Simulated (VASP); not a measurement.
Wanted: the native input for a VASP 6.6.1 run.

- Task: single point
- Functional: PBE
- Dispersion: D3(BJ)
- Potentials or basis: VASP PAW PBE potentials, release 64 (C, O, H)
- Cutoff: 520 eV
- k mesh: 1 × 1 × 1
- Occupations: fermi-dirac, width 0.05 eV
- Spin: no spin polarisation
- Dipole correction: no
- Further INCAR settings: LREAL = Auto; ALGO = Normal; EDIFF = 1e-06; NBANDS = 66

The structure of H4CO lies in POSCAR:

```
H4CO
1.0
    7.1256230000      0.0000000000      0.0000000000
    0.0000000000      7.1256230000      0.0000000000
    0.0000000000      0.0000000000      7.1256230000
C O H
6 6 24
Direct
    0.8205177288      0.1133935938      0.3436752127
    0.2663767084     -0.0824769989      0.2843260161
    0.5503659119      0.7203019301      0.6632683205
    0.1043557876      0.4965600903      0.5690309465
   -0.0191281520      0.9473697949      0.8540867234
    0.1761810862      0.4776564800      0.0634751516
    0.7967303350     -0.0754039331      0.2592334733
    0.4027156643      0.0550267675      0.2463223216
    0.6017298417      0.5318833174      0.5904606517
    0.2339444565      0.3706342589      0.4842243268
    0.0824769989      1.0309835365      0.7031665863
    0.2523709155      0.3134182092     -0.0330637756
    0.7368478518      0.1473555365      0.4600018833
    0.8898871018     -0.0607806503      0.1539514510
    0.9666102178      0.1351180100      0.3868433679
    0.7825561358      0.2230682145      0.2342251337
    0.1670590768     -0.0300885972      0.3922183366
    0.5228595451      0.0051784946      0.2111534669
    0.1754092239     -0.1065450698      0.1582598462
    0.3201123607     -0.2079397128      0.3389317678
    0.5689888449      0.7015807600      0.8146375412
    0.5910641077      0.5427876271      0.4575740255
    0.6383301502      0.8413720456      0.6049997313
    0.4010877365      0.7487906671      0.6293625133
   -0.0183562897      0.4093677142      0.5773109243
    0.3761495662      0.3959653773      0.5183827435
    0.1617262098      0.5262557393      0.7141550991
    0.0991071237      0.6316500326      0.5033103772
   -0.1066994423      0.8383828333      0.7801703795
    0.1122287834      1.1514922976      0.7434718340
    0.0857609222      0.8969461337      0.9489415873
   -0.1153302666      1.0423649974      0.9252804983
    0.0322919133      0.4902448530      0.0066099484
    0.3393106820      0.2413824026      0.0435611034
    0.1911832832      0.4668504073      0.2161775890
    0.2660539296      0.5826718590      0.0093465512
```

The input as run:

INCAR

```
SYSTEM = H4CO
ALGO     = Normal         ! electronic algorithm
EDIFF    = 1E-6           ! SCF threshold, eV
ENCUT    = 520            ! plane-wave cutoff, eV
GGA      = PE             ! functional
GGA_COMPAT= .False.      
ISIF     = 2              ! what is computed and relaxed
ISMEAR   = -1             ! smearing method
IVDW     = 12             ! dispersion correction
LASPH    = .True.         ! aspherical terms in the spheres
LCHARG   = .False.        ! write CHGCAR
LREAL    = Auto         
LWAVE    = .False.        ! write WAVECAR
NBANDS   = 66             ! bands
NELM     = 120            ! most SCF steps
PREC     = Accurate       ! precision mode
SIGMA    = 0.05           ! smearing width, eV
```

KPOINTS

```
k-points
0
Gamma
  1 1 1
  0 0 0
```

Potentials or basis: VASP PAW PBE potentials, release 64 (C, O, H).

Command:

```sh
$ cat potpaw_PBE.64/C/POTCAR potpaw_PBE.64/O/POTCAR potpaw_PBE.64/H/POTCAR > POTCAR
$ mpirun -np 1 vasp_gam > vasp.out
```

Results of the run:

| Item | Value |
| --- | --- |
| Pressure | 0.7 GPa |
| Largest force | 3.189 eV/Å |
| Band gap on the k mesh | 4.49 eV |
| Dispersion energy per atom | -0.039 eV |

Caveat: the k points lie up to 0.88 Å⁻¹ apart; the atoms stand as in a frame of molecular dynamics.

It took 56 s on 1 thread of Intel(R) Xeon(R) Platinum 8259CL CPU @ 2.50GHz (Skylake/Cascade Lake) (shared host), peak memory 0.36 GiB.
